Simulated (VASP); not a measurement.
Cd7S:

```
CELL_PARAMETERS angstrom
3.15000 0.00000 0.00000
-1.57500 2.72798 0.00000
0.00000 0.00000 21.20000
ATOMIC_POSITIONS crystal
Cd 0.66667 0.33333 0.91000
Cd 0.33333 0.66667 0.09000
Cd 0.33333 0.66667 0.77300
Cd 0.66667 0.33333 0.63700
Cd 0.66667 0.33333 0.22700
Cd 0.33333 0.66667 0.36300
Cd 0.00000 0.00000 0.50000
S 0.00000 0.00000 0.00000
```

* Program: VASP 6.6.1
* Task: relaxation of cell and atoms
* Functional: PBE
* Potentials or basis: VASP PAW PBE potentials, release 64 (Cd, S)
* Cutoff: 600 eV
* k mesh: 6 × 6 × 1
* Occupations: gaussian, width 0.2 eV
* Spin: no spin polarisation

At the start: pressure 2.4 GPa; volume 22.77 Å³/atom.

Q: Where does the relaxation end?

A: Over 10 steps the energy falls by 36.2 meV/atom and the volume is 22.95 Å³/atom (+0.8 %); space group P-3m1 (No. 164, to 0.1 Å) before and after.

Step by step:
```
step  energy change (eV)  largest force (eV/Å)  pressure (GPa)  volume (Å³)
   1              0.0000                1.2051            2.43       182.17
   2             -0.1642                0.5940           -0.39       191.43
   3             -0.1715                0.4601           -0.96       193.94
   4             -0.2188                0.3853           -0.76       191.40
   5             -0.2722                0.1229            0.25       183.86
   6             -0.2743                0.1174            0.06       185.12
   7             -0.2842                0.0848           -0.05       184.83
   8             -0.2873                0.0883           -0.10       184.59
   9             -0.2874                0.0881           -0.13       184.55
  10             -0.2895                0.0645            0.12       183.61
```

Final structure:
```cif
data_structure
_symmetry_space_group_name_H-M 'P 1'
_symmetry_Int_Tables_number 1
_cell_length_a 3.1719
_cell_length_b 3.1719
_cell_length_c 21.0729
_cell_angle_alpha 90.000
_cell_angle_beta 90.000
_cell_angle_gamma 120.000
_cell_volume 183.61
loop_
_atom_site_label
_atom_site_type_symbol
_atom_site_fract_x
_atom_site_fract_y
_atom_site_fract_z
_atom_site_occupancy
Cd1 Cd 0.66667 0.33333 0.89945 1
Cd2 Cd 0.33333 0.66667 0.10055 1
Cd3 Cd 0.33333 0.66667 0.77405 1
Cd4 Cd 0.66667 0.33333 0.63892 1
Cd5 Cd 0.66667 0.33333 0.22595 1
Cd6 Cd 0.33333 0.66667 0.36108 1
Cd7 Cd 0.00000 0.00000 0.50000 1
S1 S 0.00000 0.00000 0.00000 1
```

Caveat: the k points lie up to 0.38 Å⁻¹ apart in the final cell, too coarse for converged energies and pressures of a metal; the relaxation stopped at a loose force limit of 0.08 eV/Å, so its end isn't a converged minimum.
